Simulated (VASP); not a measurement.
# GaN (Cm) in VASP: further runs

The runs below take GaN through single point, with r2SCAN.

All numbers are computed with VASP 6.6.1; they aren't measurements. Logs are shortened: lines on timing, memory, paths and dates and some standing lists are left out, and cuts for length are marked.

## 1. The cell of the first run

Symmetry: Cm, No. 8, monoclinic system. Conventional cell: a = 5.520 Å, b = 3.187 Å, c = 3.187 Å, α = 90.00°, β = 125.26°, γ = 90.00°. Within 2.5 Å of Ga (site symmetry m) lie 4 N at 1.87 to 2.03 Å. N (site symmetry m) has 4 Ga at 1.87 to 2.03 Å within 2.5 Å.

## 2. Single point, r2SCAN (all N atoms moved -0.100 Å, as atom 2 along Cartesian [1 -1 0])

File POSCAR:

```
GaN
1.0
    0.0000000000      2.2535006075      2.2535006075
    2.2535006075      0.0000000000      2.2535006075
    2.2535006075      2.2535006075      0.0000000000
Ga N
1 1
Direct
    0.0000000000      0.0000000000      0.0000000000
    0.7813781491      0.7186218509      0.7500000000
```

File INCAR.step1:

```
SYSTEM = GaN
PREC = Accurate
ENCUT = 520
ISMEAR = 0
SIGMA = 0.05
LREAL = .FALSE.
LASPH = .TRUE.
NELM = 80
NBANDS = 16
GGA = PE
ALGO = Normal
EDIFF = 1E-4
LWAVE = .TRUE.
LCHARG = .FALSE.
```

File INCAR.step2:

```
SYSTEM = GaN
PREC = Accurate
ENCUT = 520
EDIFF = 1E-6
ISMEAR = 0
SIGMA = 0.05
LREAL = .FALSE.
LASPH = .TRUE.
NELM = 80
ALGO = Normal
ISIF = 2
LWAVE = .FALSE.
LCHARG = .FALSE.
METAGGA = R2SCAN
LMIXTAU = .TRUE.
NBANDS = 16
ISTART = 1
```

File KPOINTS:

```
regular mesh
0
G
  10 10 10
  0 0 0
```

Potentials or basis: VASP PAW PBE potentials, release 64 (Ga_d, N).

On the command line:

```sh
$ cat potpaw_PBE.64/Ga_d/POTCAR potpaw_PBE.64/N/POTCAR > POTCAR
$ cp INCAR.step1 INCAR
$ mpirun -np 1 vasp_std > vasp.out
$ cp INCAR.step2 INCAR
$ mpirun -np 1 vasp_std > vasp.out
```

OUTCAR:

```text
SYSTEM = GaN
   PREC = Accurate
   ENCUT = 520
   EDIFF = 1E-6
   ISMEAR = 0
   LREAL = .FALSE.
   LASPH = .TRUE.
   NELM = 80
   ISIF = 2
   METAGGA = R2SCAN
   ISTART = 1

 ion  position               nearest neighbor table
   1  0.000  0.000  0.000-   2 1.87   2 1.95   2 1.95   2 2.03
   2  0.781  0.719  0.750-   1 1.87   1 1.95   1 1.95   1 2.03

  LATTYP: Found a face centered cubic cell.
 ALAT       =     4.5070012150

  Lattice vectors:

 A1 = (   0.0000000000,   2.2535006075,   2.2535006075)
 A2 = (   2.2535006075,   0.0000000000,   2.2535006075)
 A3 = (   2.2535006075,   2.2535006075,   0.0000000000)

Analysis of symmetry for initial positions (statically):
=====================================================================
 Subroutine PRICEL returns:
 Original cell was already a primitive cell.

 Routine SETGRP: Setting up the symmetry group for a
 face centered cubic supercell.

 Subroutine GETGRP returns: Found  2 space group operations
 (whereof  2 operations were pure point group operations)
 out of a pool of 48 trial point group operations.

The static configuration has the point symmetry C_1h.

Analysis of symmetry for dynamics (positions and initial velocities):
=====================================================================
 Subroutine PRICEL returns:
 Original cell was already a primitive cell.

 Routine SETGRP: Setting up the symmetry group for a
 face centered cubic supercell.

 Subroutine GETGRP returns: Found  2 space group operations
 (whereof  2 operations were pure point group operations)
 out of a pool of 48 trial point group operations.

The dynamic configuration has the point symmetry C_1h.

 Subroutine INISYM returns: Found  2 space group operations
 (whereof  2 operations are pure point group operations),
 and found     1 'primitive' translations

----------------------------------------------------------------------------------------

                                     Primitive cell

  volume of cell :      22.8877

  direct lattice vectors                    reciprocal lattice vectors
     0.000000000  2.253500607  2.253500607    -0.221877020  0.221877020  0.221877020
     2.253500607  0.000000000  2.253500607     0.221877020 -0.221877020  0.221877020
     2.253500607  2.253500607  0.000000000     0.221877020  0.221877020 -0.221877020

  length of vectors
     3.186931122  3.186931122  3.186931122     0.384302272  0.384302272  0.384302272

  position of ions in fractional coordinates (direct lattice)
     0.000000000  0.000000000  0.000000000
     0.781378149  0.718621851  0.750000000
[... 73 lines left out ...]
   LSORBIT =      F    spin-orbit coupling
   LASPH  =      T    aspherical Exc in radial PAW
   ENCUT  =  520.0 eV  38.22 Ry    6.18 a.u.   5.93  5.93  5.93*2*pi/ulx,y,z
   NELM   =     80;   NELMIN=  2; NELMDL=  0     # of ELM steps
   EDIFF  = 0.1E-05   stopping-criterion for ELM
   LREAL  =      F    real-space projection
   EDIFFG = 0.1E-04   stopping-criterion for IOM
   NSW    =      0    number of steps for IOM
   IBRION =     -1    ionic relax: 0-MD 1-quasi-New 2-CG
   NFREE  =      0    steps in history (QN), initial steepest desc. (CG)
   ISIF   =      2    stress and relaxation
   ISYM   =      2    0-nonsym 1-usesym 2-fastsym
   POTIM  = 0.5000    time-step for ionic-motion
   TEBEG  =    0.0;   TEEND  =   0.0 temperature during run
   PSTRESS=    0.0 pullay stress
   NELECT =      18.0000    total number of electrons
   NUPDOWN=      -1.0000    fix difference up-down
   EMIN   =  10.00;   EMAX   =-10.00  energy-range for DOS
   EFERMI =   0.00;   METHOD = LEGACY
   ISMEAR =     0;   SIGMA  =   0.05  broadening in eV -4-tet -1-fermi 0-gaus
   EFERMI_NEDOS =   21; number of points for ismear=-14 and -15
   IALGO  =     38    algorithm
   IMIX   =      4    mixing-type and parameters
     AMIX     =   0.40;   BMIX     =  1.00
     AMIX_MAG =   1.60;   BMIX_MAG =  1.00
  volume/ion in A,a.u.               =      11.44        77.23
  Fermi-wavevector in a.u.,A,eV,Ry     =   1.511117  2.855596 31.068543  2.283473
  Thomas-Fermi vector in A             =   2.621216
   LORBIT       =      0    0 simple, 1 ext, 2 COOP (PROOUT), +10 PAW based schemes
   METAGGA = R2SCAN    functional components
   LHFCALC =     F    Hartree Fock is set to
   AEXX    =    0.0000 exact exchange contribution
   IVDW    =     0    specifies the selected vdW correction
   LEPSILON=     F    determine dielectric tensor
   LRPA    =     F    only Hartree local field effects (RPA)
 non-spin polarized calculation
 Gauss-broadening in eV      SIGMA  =   0.05
  energy-cutoff  :      520.00
  volume of cell :       22.89
 maximum number of plane-waves:       636
   NGX = 11   NGY = 11   NGZ = 11

 number of electron      18.0000003 magnetization

 Free energy of the ion-electron system (eV)
  ---------------------------------------------------
  ext. energy  EPLUGINS =         0.00000000
  ---------------------------------------------------
  free energy    TOTEN  =       -21.83268258 eV

  energy without entropy =      -21.83268258  energy(sigma->0) =      -21.83268258

 E-fermi :   5.4952     XC(G=0): -12.6329

 val. band max:        5.1842062014   @ k =   0.0000   0.0000   0.0000
 cond. band min:       7.1389331945   @ k =   0.0000   0.0000   0.0000
 fundamental gap:      1.9547269931
 Fermi energy:         5.4952182937

 k-point     1 :       0.0000    0.0000    0.0000
  band No.  band energies     occupation
      1     -11.7486      2.00000
      2      -8.8563      2.00000
      3      -8.8288      2.00000
      4      -8.7887      2.00000
      5      -8.4847      2.00000
      6      -8.4815      2.00000
[... 433 lines left out ...]
      3      -8.7600      2.00000
      4      -8.6711      2.00000
      5      -8.4955      2.00000
      6      -8.4686      2.00000
[... 8 lines left out ...]
     15      24.3216      0.00000
     16      24.4978      0.00000

 [... further k-points ...]
[... 5 lines left out ...]
  --------------------------------------------------------------------------------------
  -------------------------------------------------------------------------------------
  Total        0.0988430      0.0988430      0.2014793     -0.1919980     -0.6199848      0.6200075
  in kB        6.9191599      6.9191599     14.1038591    -13.4401526    -43.3998862     43.4014787
  external PRESSURE =       9.3140597 kB  Pullay stress =       0.0000000 kB

 VOLUME and BASIS-vectors are now :
 -----------------------------------------------------------------------------
  energy-cutoff  :      520.00
  volume of cell :       22.89
      direct lattice vectors                 reciprocal lattice vectors
     0.000000000  2.253500607  2.253500607    -0.221877020  0.221877020  0.221877020
     2.253500607  0.000000000  2.253500607     0.221877020 -0.221877020  0.221877020
     2.253500607  2.253500607  0.000000000     0.221877020  0.221877020 -0.221877020

 POSITION                                       TOTAL-FORCE (eV/Angst)
 -----------------------------------------------------------------------------------
      0.00000      0.00000      0.00000        -0.923801      0.923801     -0.276642
      3.30954      3.45096      3.38025         0.923801     -0.923801      0.276642
 -----------------------------------------------------------------------------------
    total drift:                               -0.011823      0.011800      0.004167

  FREE ENERGIE OF THE ION-ELECTRON SYSTEM (eV)
  ---------------------------------------------------
  free  energy   TOTEN  =       -21.8326825839 eV

  energy  without entropy=      -21.8326825839  energy(sigma->0) =      -21.83268258
```

OUTCAR.step1:

```text
SYSTEM = GaN
   PREC = Accurate
   ENCUT = 520
   ISMEAR = 0
   LREAL = .FALSE.
   LASPH = .TRUE.
[... 677 lines left out ...]
      0.00000      0.00000      0.00000        -0.879406      0.879406     -0.269600
      3.30954      3.45096      3.38025         0.879406     -0.879406      0.269600
 -----------------------------------------------------------------------------------
    total drift:                               -0.000255      0.000254     -0.000129

  FREE ENERGIE OF THE ION-ELECTRON SYSTEM (eV)
  ---------------------------------------------------
  free  energy   TOTEN  =       -12.0814612917 eV

  energy  without entropy=      -12.0814612917  energy(sigma->0) =      -12.08146129
```

Wall time 2 min (1 thread of Intel Xeon Platinum 8559C (Emerald Rapids), shared host); peak memory 0.23 GiB.

What came out:

```yaml
Free_energy: -21.8327 eV
Pressure: 0.9 GPa
Largest_force: 1.335 eV/Å
Band_gap_on_the_k_mesh: 1.95 eV, direct
```

Forces in eV/Å, atoms in the order of the input:
```
Ga  -0.924  0.924 -0.277
N    0.924 -0.924  0.277
```

Caveat: the cell differs from its parent crystal (all N atoms moved -0.100 Å, as atom 2 along Cartesian [1 -1 0]); the PAW data sets were made with another functional, which shifts forces and pressure a little.

## 3. Single point, r2SCAN (all N atoms moved +0.075 Å, as atom 2 along Cartesian [1 -1 0])

Changes to POSCAR since step 2:

```diff
@@ -9,2 +9,2 @@
     0.0000000000      0.0000000000      0.0000000000
-    0.7813781491      0.7186218509      0.7500000000
+    0.7264663882      0.7735336118      0.7500000000
```

File INCAR.step1:

```
SYSTEM = GaN
PREC = Accurate ; ENCUT = 520
ISMEAR = 0 ; SIGMA = 0.05
LREAL = .FALSE. ; LASPH = .TRUE.
NELM = 80 ; NBANDS = 16
GGA = PE ; ALGO = Normal
EDIFF = 1E-4 ; LWAVE = .TRUE.
LCHARG = .FALSE.
```

File INCAR.step2:

```
SYSTEM = GaN
PREC = Accurate ; ENCUT = 520
EDIFF = 1E-6 ; ISMEAR = 0
SIGMA = 0.05 ; LREAL = .FALSE.
LASPH = .TRUE. ; NELM = 80
ALGO = Normal ; ISIF = 2
LWAVE = .FALSE. ; LCHARG = .FALSE.
METAGGA = R2SCAN ; LMIXTAU = .TRUE.
NBANDS = 16 ; ISTART = 1
```

File KPOINTS:

```
Automatic mesh
0
G
  10 10 10
  0 0 0
```

Potentials or basis: VASP PAW PBE potentials, release 64 (Ga_d, N).

On the command line:

```sh
$ cat potpaw_PBE.64/Ga_d/POTCAR potpaw_PBE.64/N/POTCAR > POTCAR
$ cp INCAR.step1 INCAR
$ mpirun -np 1 vasp_std > vasp.out
$ cp INCAR.step2 INCAR
$ mpirun -np 1 vasp_std > vasp.out
```

Wall time 1.8 min (1 thread of Intel Xeon Platinum 8559C (Emerald Rapids), shared host); peak memory 0.22 GiB.

The run converged. Its results:

```yaml
Free_energy: -21.8610 eV
Pressure: 0.6 GPa
Largest_force: 0.987 eV/Å
Band_gap_on_the_k_mesh: 1.99 eV, direct
```

Forces on the atoms (eV/Å):
```
Ga   0.690 -0.690 -0.155
N   -0.690  0.690  0.155
```

Stress tensor (GPa, compression positive):
```
 0.48 -0.76 -3.23
-0.76  0.48  3.23
-3.23  3.23  0.87
```

Levels at points of the mesh, in eV from the valence-band top:
| k point | band 6 | band 7 | band 8 | band 9 | band 10 | band 11 | band 12 | band 13 |
| --- | --- | --- | --- | --- | --- | --- | --- | --- |
| (0.00, 0.00, 0.00) | -13.62 | -0.29 | -0.12 | 0.00 | 1.99 | 10.79 | 10.86 | 11.02 |
| (0.50, 0.00, 0.00) | -12.47 | -7.49 | -1.25 | -1.01 | 5.13 | 9.32 | 10.74 | 11.20 |
| (0.00, 0.50, 0.00) | -12.49 | -7.09 | -1.25 | -1.00 | 4.93 | 9.28 | 10.54 | 11.02 |
| (0.00, 0.00, 0.50) | -12.48 | -7.28 | -1.34 | -0.91 | 5.02 | 9.30 | 10.49 | 11.29 |
| (0.50, 0.50, 0.00) | -12.11 | -6.36 | -2.92 | -2.88 | 3.62 | 7.08 | 12.43 | 14.80 |
| (0.00, 0.50, 0.50) | -12.10 | -6.35 | -2.98 | -2.84 | 3.62 | 7.10 | 12.43 | 14.70 |

Caveat: the cell differs from its parent crystal (all N atoms moved +0.075 Å, as atom 2 along Cartesian [1 -1 0]); the PAW data sets were made with another functional, which shifts forces and pressure a little.

(Continued in part 2 of 2.)
